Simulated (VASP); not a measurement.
## SrVO3: single point with PBE

The system is SrVO3.

```xyz
10
Lattice="0.0000 3.8580 3.8580 3.8580 0.0000 3.8580 3.8580 3.8580 0.0000" Properties=species:S:1:pos:R:3 pbc="T T T"
Sr    1.9290    1.9290    1.9290
Sr    5.7870    5.7870    5.7870
V     0.0000    0.0000    0.0000
V     3.8580    3.8580    3.8580
O     1.9290    0.0000    0.0000
O     0.0000    1.9290    0.0000
O     0.0000    0.0000    1.9290
O     5.7870    3.8580    3.8580
O     3.8580    5.7870    3.8580
O     3.8580    3.8580    5.7870
```

- Program: VASP 6.6.1
- Task: single point
- Functional: PBE
- Potentials or basis: VASP PAW PBE potentials, release 64 (Sr_sv, V_sv, O)
- Cutoff: 520 eV
- k mesh: 6 × 6 × 6
- Occupations: gaussian, width 0.05 eV
- Spin: collinear spin, ferromagnetic start
- Starting moments: [0.0, 0.0, 1.0, 1.0, 0.0, 0.0, 0.0, 0.0, 0.0, 0.0] μB

- Pressure: 0.8 GPa
- Net moment: 0.20 μB per cell
- Site moments: Sr +0.00; V +0.10; O -0.00 μB
- Valence electrons inside the program's atomic spheres: Sr 8.01; V 11.56; O 5.04

Levels at points of the mesh, in eV from the Fermi level:
Spin up:
```csv
k point,band 38,band 39,band 40,band 41,band 42,band 43,band 44,band 45
"(0.00, 0.00, 0.00)",-2.05,-2.05,-2.05,-1.04,-1.04,-1.04,1.16,1.16
"(0.50, 0.00, 0.00)",-3.02,-2.69,-2.69,0.39,0.39,0.47,0.47,0.47
"(0.50, 0.50, 0.00)",-2.88,-2.88,-2.15,-0.92,0.83,0.83,0.85,0.85
```
Spin down:
| k point | band 37 | band 38 | band 39 | band 40 | band 41 | band 42 | band 43 | band 44 | band 45 | band 46 |
| --- | --- | --- | --- | --- | --- | --- | --- | --- | --- | --- |
| (0.00, 0.00, 0.00) | -2.45 | -2.05 | -2.05 | -2.05 | -0.93 | -0.93 | -0.93 | 1.22 | 1.22 | 1.50 |
| (0.50, 0.00, 0.00) | -3.02 | -3.02 | -2.69 | -2.69 | 0.49 | 0.49 | 0.57 | 0.57 | 0.57 | 0.57 |
| (0.50, 0.50, 0.00) | -3.64 | -2.88 | -2.88 | -2.15 | -0.81 | 0.92 | 0.92 | 0.94 | 0.94 | 1.23 |

Run time: 12 min on 1 thread of Intel Xeon 8259CL, on a shared host, peak memory 0.41 GiB.

Caveat: semilocal functionals often make such compounds metallic where correlation or magnetic order opens a gap, which also shifts bond lengths. With open d or f shells a metallic result of PBE can be an artefact of self-interaction; +U or a hybrid may open a gap.
